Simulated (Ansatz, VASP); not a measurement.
SnSe2: VASP beside Ansatz

```
Sn Se
1.0
     3.81100    0.00000    0.00000
    -1.90550    3.30042    0.00000
     0.00000    0.00000    6.13600
Sn Se
1 2
Direct
  0.00000 0.00000 0.00000
  0.33333 0.66667 0.24900
  0.66667 0.33333 0.75100
```

Alike in both runs: task single point; functional PBE; k mesh 6 × 6 × 4; occupations gaussian, width 0.1 eV; no spin polarisation.

```csv
,VASP,Ansatz
version,VASP 6.6.1,Ansatz 0.2.0
potentials or method,"VASP PAW PBE potentials, release 64 (Sn_d, Se), cutoff 500 eV","scalar-relativistic, plane waves, PAW"
valence electrons in the cell,26,46
```

```tsv
	VASP	Ansatz	Ansatz less VASP
gap on the k mesh at the Fermi level (eV)	0.82	0.82	+0.008
least direct gap on the mesh (eV)	1.09	1.10	+0.011
pressure (GPa)	5.7	5.6	-0.09
traceless stress, the component that is largest in VASP (GPa)	0.91	0.91	-0.002
rms of the force components (eV/Å)	0.375	0.368	-0.0076
```

Atom by atom the forces differ by 0.008 eV/Å (rms over components). With one functional, cell and mesh, what is left measures potentials, basis and numerics. VASP's potentials hold 26 valence electrons a cell and Ansatz's 46, so a difference there can come from the potentials and not from the codes.
